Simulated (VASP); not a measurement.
# Sn (I4_1/amd) in VASP: a series of runs

Runs on Sn. Level: r2SCAN. Tasks: single point.

All numbers are computed with VASP 6.6.1; they aren't measurements. Logs are shortened: lines on timing, memory, paths and dates and some standing lists are left out, and cuts for length are marked.

## (1) The cell of the first run

The structure is tetragonal, space group I4_1/amd (No. 141). Conventional cell: a = 4.010 Å, b = 4.010 Å, c = 8.506 Å, α = 90.00°, β = 90.00°, γ = 90.00°. Sn (site symmetry -4m2) has 4 Sn at 2.92 Å within 3.8 Å.

## (2) Single point, r2SCAN

The input, POSCAR:

```
Sn
1.0
    0.0000000000      2.8352927563      4.2529391345
    2.8352927563      0.0000000000      4.2529391345
    2.8352927563      2.8352927563      0.0000000000
Sn
2
Direct
    0.5000000000      0.5000000000      0.5000000000
    0.7500000000      0.7500000000      0.7500000000
```

The input, INCAR.step1:

```
SYSTEM = Sn
ALGO = Normal ; EDIFF = 1E-4
ENCUT = 520 ; GGA = PE
ISMEAR = 0 ; LASPH = .TRUE.
LCHARG = .FALSE. ; LREAL = .FALSE.
LWAVE = .TRUE. ; NBANDS = 21
NELM = 100 ; PREC = Accurate
SIGMA = 0.15
```

The input, INCAR.step2:

```
SYSTEM = Sn
ALGO = Normal ; EDIFF = 1E-6
ENCUT = 520 ; ISIF = 2
ISMEAR = 0 ; ISTART = 1
LASPH = .TRUE. ; LCHARG = .FALSE.
LMIXTAU = .TRUE. ; LREAL = .FALSE.
LWAVE = .FALSE. ; METAGGA = R2SCAN
NBANDS = 21 ; NELM = 100
PREC = Accurate ; SIGMA = 0.15
```

The input, KPOINTS:

```
k-points
0
G
  10 10 10
  0 0 0
```

Potentials or basis: VASP PAW PBE potentials, release 64 (Sn_d).

Started as:

```console
> cat potpaw_PBE.64/Sn_d/POTCAR > POTCAR
> cp INCAR.step1 INCAR
> mpirun -np 1 vasp_std > vasp.out
> cp INCAR.step2 INCAR
> mpirun -np 1 vasp_std > vasp.out
```

OUTCAR:

```text
SYSTEM = Sn
   EDIFF = 1E-6
   ENCUT = 520
   ISIF = 2
   ISMEAR = 0
   ISTART = 1
   LASPH = .TRUE.
   LREAL = .FALSE.
   METAGGA = R2SCAN
   NELM = 100
   PREC = Accurate

 ion  position               nearest neighbor table
   1  0.500  0.500  0.500-   2 2.92   2 2.92   2 2.92   2 2.92
   2  0.750  0.750  0.750-   1 2.92   1 2.92   1 2.92   1 2.92

  LATTYP: Found a body centered tetragonal cell.
 ALAT       =     4.0097094693
 C/A-ratio  =     2.1213203436

  Lattice vectors:

 A1 = (  -2.8352927563,   0.0000000000,   4.2529391345)
 A2 = (   2.8352927563,   0.0000000000,   4.2529391345)
 A3 = (   0.0000000000,   2.8352927563,  -4.2529391345)

Analysis of symmetry for initial positions (statically):
=====================================================================
 Subroutine PRICEL returns:
 Original cell was already a primitive cell.

 Routine SETGRP: Setting up the symmetry group for a
 body centered tetragonal supercell.

 Subroutine GETGRP returns: Found 16 space group operations
 (whereof  8 operations were pure point group operations)
 out of a pool of 16 trial point group operations.

The static configuration has the point symmetry D_2d.
 The point group associated with its full space group is D_4h.

Analysis of symmetry for dynamics (positions and initial velocities):
=====================================================================
 Subroutine PRICEL returns:
 Original cell was already a primitive cell.

 Routine SETGRP: Setting up the symmetry group for a
 body centered tetragonal supercell.

 Subroutine GETGRP returns: Found 16 space group operations
 (whereof  8 operations were pure point group operations)
 out of a pool of 16 trial point group operations.

The dynamic configuration has the point symmetry D_2d.
 The point group associated with its full space group is D_4h.

 Subroutine INISYM returns: Found 16 space group operations
 (whereof  8 operations are pure point group operations),
 and found     1 'primitive' translations

----------------------------------------------------------------------------------------

                                     Primitive cell

  volume of cell :      68.3778

  direct lattice vectors                    reciprocal lattice vectors
     0.000000000  2.835292756  4.252939135    -0.176348632  0.176348632  0.117565755
     2.835292756  0.000000000  4.252939135     0.176348632 -0.176348632  0.117565755
     2.835292756  2.835292756  0.000000000     0.176348632  0.176348632 -0.117565755

  length of vectors
     5.111396707  5.111396707  4.009709469     0.275716135  0.275716135  0.275716135
[... 81 lines left out ...]
   EDIFF  = 0.1E-05   stopping-criterion for ELM
   LREAL  =      F    real-space projection
   EDIFFG = 0.1E-04   stopping-criterion for IOM
   NSW    =      0    number of steps for IOM
   IBRION =     -1    ionic relax: 0-MD 1-quasi-New 2-CG
   NFREE  =      0    steps in history (QN), initial steepest desc. (CG)
   ISIF   =      2    stress and relaxation
   ISYM   =      2    0-nonsym 1-usesym 2-fastsym
   POTIM  = 0.5000    time-step for ionic-motion
   TEBEG  =    0.0;   TEEND  =   0.0 temperature during run
   PSTRESS=    0.0 pullay stress
   NELECT =      28.0000    total number of electrons
   NUPDOWN=      -1.0000    fix difference up-down
   EMIN   =  10.00;   EMAX   =-10.00  energy-range for DOS
   EFERMI =   0.00;   METHOD = LEGACY
   ISMEAR =     0;   SIGMA  =   0.15  broadening in eV -4-tet -1-fermi 0-gaus
   EFERMI_NEDOS =   21; number of points for ismear=-14 and -15
   IALGO  =     38    algorithm
   IMIX   =      4    mixing-type and parameters
     AMIX     =   0.40;   BMIX     =  1.00
     AMIX_MAG =   1.60;   BMIX_MAG =  1.00
  volume/ion in A,a.u.               =      34.19       230.72
  Fermi-wavevector in a.u.,A,eV,Ry     =   1.215689  2.297319 20.108049  1.477900
  Thomas-Fermi vector in A             =   2.351068
   LORBIT       =      0    0 simple, 1 ext, 2 COOP (PROOUT), +10 PAW based schemes
   METAGGA = R2SCAN    functional components
   LHFCALC =     F    Hartree Fock is set to
   AEXX    =    0.0000 exact exchange contribution
   IVDW    =     0    specifies the selected vdW correction
   LEPSILON=     F    determine dielectric tensor
   LRPA    =     F    only Hartree local field effects (RPA)
 non-spin polarized calculation
 Gauss-broadening in eV      SIGMA  =   0.15
  energy-cutoff  :      520.00
  volume of cell :       68.38
 maximum number of plane-waves:      1879
 NGX is ok and might be reduce to    40

 number of electron      28.0000001 magnetization

 Free energy of the ion-electron system (eV)
  ---------------------------------------------------
  ext. energy  EPLUGINS =         0.00000000
  ---------------------------------------------------
  free energy    TOTEN  =       -48.72577948 eV

  energy without entropy =      -48.70930622  energy(sigma->0) =      -48.71754285

 E-fermi :   5.6535     XC(G=0):  -9.7325

 val. band max:        5.6519922091   @ k =   0.4000   0.2000   0.0000
 cond. band min:       5.6559776931   @ k =   0.4000   0.1000   0.2000
 fundamental gap:      0.0039854840
 Fermi energy:         5.6535290709

 k-point     1 :       0.0000    0.0000    0.0000
  band No.  band energies     occupation
      1     -16.7806      2.00000
      2     -16.7806      2.00000
      3     -16.7196      2.00000
      4     -16.7028      2.00000
      5     -16.6978      2.00000
      6     -16.6117      2.00000
[... 565 lines left out ...]
     20      13.7530      0.00000
     21      16.3102      0.00000

 [... further k-points ...]

------------------------ aborting loop because EDIFF is reached ----------------------------------------

  FORCE on cell =-STRESS in cart. coord.  units (eV):
  Direction    XX          YY          ZZ          XY          YZ          ZX
  --------------------------------------------------------------------------------------
  -------------------------------------------------------------------------------------
  Total        1.1306932      1.1306932     -1.3386239      0.0000000     -0.0000000      0.0000000
  in kB       26.4935629     26.4935629    -31.3656425      0.0000000     -0.0000000      0.0000000
  external PRESSURE =       7.2071611 kB  Pullay stress =       0.0000000 kB

 VOLUME and BASIS-vectors are now :
 -----------------------------------------------------------------------------
  energy-cutoff  :      520.00
  volume of cell :       68.38
      direct lattice vectors                 reciprocal lattice vectors
     0.000000000  2.835292756  4.252939135    -0.176348632  0.176348632  0.117565755
     2.835292756  0.000000000  4.252939135     0.176348632 -0.176348632  0.117565755
     2.835292756  2.835292756  0.000000000     0.176348632  0.176348632 -0.117565755

 POSITION                                       TOTAL-FORCE (eV/Angst)
 -----------------------------------------------------------------------------------
      2.83529      2.83529      4.25294        -0.000000     -0.000000      0.000000
      4.25294      4.25294      6.37941         0.000000      0.000000      0.000000
 -----------------------------------------------------------------------------------
    total drift:                               -0.000000     -0.000000      0.000000

  FREE ENERGIE OF THE ION-ELECTRON SYSTEM (eV)
  ---------------------------------------------------
  free  energy   TOTEN  =       -48.7257794830 eV

  energy  without entropy=      -48.7093062227  energy(sigma->0) =      -48.71754285
```

It took 11 min on 1 thread of Intel Xeon 8259CL, shared host; peak memory 0.3 GiB.

Results:

```
Free energy            : -48.7258 eV
Pressure               : 0.7 GPa
Band gap on the k mesh : zero (bands 14 and 15 overlap by 1.65 eV)
```

Caveat: the PAW data sets were made with another functional, which shifts forces and pressure a little; spin-orbit coupling is left out, which moves the levels of the heavy elements.

## (3) Single point, r2SCAN

This run uses another cell than the first one, of the same volume but with other edges.

The input, POSCAR:

```
Sn
1.0
    0.0000000000      3.6432462238      2.5757750802
    3.6432462238      0.0000000000      2.5757750802
    3.6432462238      3.6432462238      0.0000000000
Sn
2
Direct
    0.5000000000      0.5000000000      0.5000000000
    0.7500000000      0.7500000000      0.7500000000
```

The input, INCAR.step1:

```
SYSTEM = Sn
PREC = Accurate
ENCUT = 520
ISMEAR = 0
SIGMA = 0.15
LREAL = .FALSE.
LASPH = .TRUE.
NELM = 60
NBANDS = 21
GGA = PE
ALGO = Normal
EDIFF = 1E-4
LWAVE = .TRUE.
LCHARG = .FALSE.
```

The input, INCAR.step2:

```
SYSTEM = Sn
PREC = Accurate
ENCUT = 520
EDIFF = 1E-7
ISMEAR = 0
SIGMA = 0.15
LREAL = .FALSE.
LASPH = .TRUE.
NELM = 60
ALGO = Normal
ISIF = 2
LWAVE = .FALSE.
LCHARG = .FALSE.
METAGGA = R2SCAN
LMIXTAU = .TRUE.
NBANDS = 21
ISTART = 1
```

The input, KPOINTS:

```
regular mesh
0
G
  10 10 10
  0 0 0
```

Potentials or basis: VASP PAW PBE potentials, release 64 (Sn_d).

Started as:

```console
> cat potpaw_PBE.64/Sn_d/POTCAR > POTCAR
> cp INCAR.step1 INCAR
> mpirun -np 1 vasp_std > vasp.out
> cp INCAR.step2 INCAR
> mpirun -np 1 vasp_std > vasp.out
```

OUTCAR:

```text
SYSTEM = Sn
   PREC = Accurate
   ENCUT = 520
   EDIFF = 1E-7
   ISMEAR = 0
   LREAL = .FALSE.
   LASPH = .TRUE.
   NELM = 60
   ISIF = 2
   METAGGA = R2SCAN
   ISTART = 1

 ion  position               nearest neighbor table
   1  0.500  0.500  0.500-   2 2.88   2 2.88   2 2.88   2 2.88
   2  0.750  0.750  0.750-   1 2.88   1 2.88   1 2.88   1 2.88

  LATTYP: Found a body centered tetragonal cell.
 ALAT       =     5.1523282208
 C/A-ratio  =     0.9998489886

  Lattice vectors:

 A1 = (   0.0000000000,  -3.6432462238,  -2.5757750802)
 A2 = (   0.0000000000,   3.6432462238,  -2.5757750802)
 A3 = (   3.6432462238,   0.0000000000,   2.5757750802)

Analysis of symmetry for initial positions (statically):
=====================================================================
 Subroutine PRICEL returns:
 Original cell was already a primitive cell.

 Routine SETGRP: Setting up the symmetry group for a
 body centered tetragonal supercell.

 Subroutine GETGRP returns: Found 16 space group operations
 (whereof  8 operations were pure point group operations)
 out of a pool of 16 trial point group operations.

The static configuration has the point symmetry D_2d.
 The point group associated with its full space group is D_4h.
[... 160 lines left out ...]

  energy without entropy =      -49.14554791  energy(sigma->0) =      -49.14817933

 E-fermi :   5.3809     XC(G=0):  -9.6867

 val. band max:        5.3789372471   @ k =   0.3000   0.2000   0.0000
 cond. band min:       5.4249026978   @ k =  -0.1000   0.0000   0.1000
 fundamental gap:      0.0459654506
 Fermi energy:         5.3808596328

 k-point     1 :       0.0000    0.0000    0.0000
  band No.  band energies     occupation
      1     -16.8945      2.00000
      2     -16.7726      2.00000
      3     -16.7517      2.00000
      4     -16.7517      2.00000
      5     -16.7096      2.00000
      6     -16.5718      2.00000
[... 565 lines left out ...]
     20      14.3763      0.00000
     21      17.6463      0.00000

 [... further k-points ...]

------------------------ aborting loop because EDIFF is reached ----------------------------------------

  FORCE on cell =-STRESS in cart. coord.  units (eV):
  Direction    XX          YY          ZZ          XY          YZ          ZX
  --------------------------------------------------------------------------------------
  -------------------------------------------------------------------------------------
  Total       -0.7500463     -0.7500463      1.0960872      0.0000000     -0.0000000      0.0000000
  in kB      -17.5745290    -17.5745290     25.6827022      0.0000000     -0.0000000      0.0000000
  external PRESSURE =      -3.1554519 kB  Pullay stress =       0.0000000 kB

 VOLUME and BASIS-vectors are now :
 -----------------------------------------------------------------------------
  energy-cutoff  :      520.00
  volume of cell :       68.38
      direct lattice vectors                 reciprocal lattice vectors
     0.000000000  3.643246224  2.575775080    -0.137240244  0.137240244  0.194116328
     3.643246224  0.000000000  2.575775080     0.137240244 -0.137240244  0.194116328
     3.643246224  3.643246224  0.000000000     0.137240244  0.137240244 -0.194116328

 POSITION                                       TOTAL-FORCE (eV/Angst)
 -----------------------------------------------------------------------------------
      3.64325      3.64325      2.57578         0.000000      0.000000      0.000000
      5.46487      5.46487      3.86366        -0.000000     -0.000000     -0.000000
 -----------------------------------------------------------------------------------
    total drift:                                0.000000      0.000000      0.000000

  FREE ENERGIE OF THE ION-ELECTRON SYSTEM (eV)
  ---------------------------------------------------
  free  energy   TOTEN  =       -49.1508107387 eV

  energy  without entropy=      -49.1455479119  energy(sigma->0) =      -49.14817933
```

OUTCAR.step1:

```text
SYSTEM = Sn
   PREC = Accurate
   ENCUT = 520
   ISMEAR = 0
   LREAL = .FALSE.
   LASPH = .TRUE.
[... 801 lines left out ...]
      3.64325      3.64325      2.57578         0.000000      0.000000     -0.000000
      5.46487      5.46487      3.86366        -0.000000     -0.000000      0.000000
 -----------------------------------------------------------------------------------
    total drift:                                0.000000      0.000000      0.000000

  FREE ENERGIE OF THE ION-ELECTRON SYSTEM (eV)
  ---------------------------------------------------
  free  energy   TOTEN  =        -7.3993797131 eV

  energy  without entropy=       -7.3928087763  energy(sigma->0) =       -7.39609424
```

Run time: 14 min. Hardware: 1 thread of Intel Xeon 8259CL, shared host; peak memory 0.3 GiB.

What came out:

| Property | Result |
| --- | --- |
| Free energy | -49.1508 eV |
| Pressure | -0.3 GPa |
| Band gap on the k mesh | zero (bands 14 and 15 overlap by 1.47 eV) |

Caveat: the PAW data sets were made with another functional, which shifts forces and pressure a little; spin-orbit coupling is left out, which moves the levels of the heavy elements.

(Part 1 of 2 ends here.)
